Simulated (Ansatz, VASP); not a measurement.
Cd in VASP and in Ansatz

```
Cd
1.0
     5.31479    0.00000    0.00000
    -2.65739    4.60274    0.00000
     0.00000    0.00000    3.07442
Cd
3
Direct
  0.00000 0.00000 0.00000
  0.33333 0.66667 0.50000
  0.66667 0.33333 0.50000
```

Alike in both runs: task single point; functional BLYP; k mesh 8 × 8 × 11; occupations fermi-dirac, width 0.1 eV; no spin polarisation.

|  | VASP | Ansatz |
| --- | --- | --- |
| version | VASP 6.6.1 | Ansatz 0.2.0 |
| potentials or method | VASP PAW PBE potentials, release 64 (Cd), cutoff 520 eV | plane waves (420 eV) with PAW, scalar-relativistic |
| valence electrons in the cell | 36 | 60 |

Ansatz gave:

```
pressure (GPa)                                                : 2.6
traceless stress, the component that is largest in VASP (GPa) : -0.19
```

Question: Estimate VASP's values.

Answer: Pressure (GPa): 2.8; traceless stress, the component that is largest in VASP (GPa): -0.17.

VASP's potentials were made for PBE, not for BLYP. VASP's potentials hold 36 valence electrons a cell and Ansatz's 60, so a difference there can come from the potentials and not from the codes.
